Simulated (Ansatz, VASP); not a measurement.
This is a calculation of PbO2 for Ansatz 0.2.0.

The input input.yaml:

```yaml
crystal:
  lattice:
    - [0.0, 2.701992, 2.701992]
    - [2.701992, 0.0, 2.701992]
    - [2.701992, 2.701992, 0.0]
  atoms:
    - { symbol: Pb, position: [0.0, 0.0, 0.0] }
    - { symbol: O, position: [0.75, 0.75, 0.75] }
    - { symbol: O, position: [0.25, 0.25, 0.25] }
hamiltonian:
  xc: lda
  pseudopotentials: { kind: paw }
kpoints:
  mp_grid: { grid: [9, 9, 9] }
scf:
  occupations: { method: fermi_dirac, width: 0.05 }
output:
  forces: true
  stress: true
  eigenvalues: true
relax:
  f_tol: 0.01
  max_steps: 40
  cell: { stress_tol: 0.05 }
```

Potentials or basis: Ansatz PAW.

The run is started by

```sh
$ ansatz run input.yaml --threads 2 --pin off --max-ram 5632MiB --backend cpu --events-out ev --progress --plain --runs-dir out
```

Question: Translate it to VASP 6.6.1. Potentials there: VASP PAW LDA potentials, release 64 (Pb_d, O).

Answer: As run (the cutoff follows the program's own potentials):

Contents of INCAR:

```
SYSTEM = PbO2
PREC = Accurate
ENCUT = 600
EDIFF = 1E-6
ISMEAR = -1
SIGMA = 0.05
LREAL = .FALSE.
LASPH = .TRUE.
NELM = 100
ALGO = Normal
ISIF = 3
LWAVE = .FALSE.
LCHARG = .FALSE.
IBRION = 2
NSW = 60
EDIFFG = -0.01
```

Contents of KPOINTS:

```
regular mesh
0
G
  9 9 9
  0 0 0
```

Contents of POSCAR:

```
PbO2
1.0
    0.0000000000      2.7019920000      2.7019920000
    2.7019920000      0.0000000000      2.7019920000
    2.7019920000      2.7019920000      0.0000000000
Pb O
1 2
Direct
    0.0000000000      0.0000000000      0.0000000000
    0.7500000000      0.7500000000      0.7500000000
    0.2500000000      0.2500000000      0.2500000000
```

Potentials or basis: VASP PAW LDA potentials, release 64 (Pb_d, O).

The run is started by

```sh
$ cat potpaw_LDA.64/Pb_d/POTCAR potpaw_LDA.64/O/POTCAR > POTCAR
$ mpirun -np 1 vasp_std > vasp.out
```

Both were run:

|  | VASP | Ansatz | Ansatz less VASP |
| --- | --- | --- | --- |
| gap on the k mesh at the Fermi level, each at its own relaxed structure (eV) | none | none | - |
| relaxed volume (Å³/atom) | 12.27 | 12.26 | -0.018 |
| relaxed length of the cell vector where the two differ most in proportion (Å) | 3.734 | 3.733 | -0.0018 |

LDA's correlation is that of Perdew and Zunger in VASP and of Perdew and Wang (1992) in Ansatz. A gap of «none» marks a metal or a gap that the smearing closes.

Neither program's run includes spin-orbit coupling. Noted on Ansatz's run: the plane-wave basis is chosen anew once the cell has moved, so the energies of steps on either side of that aren't comparable.
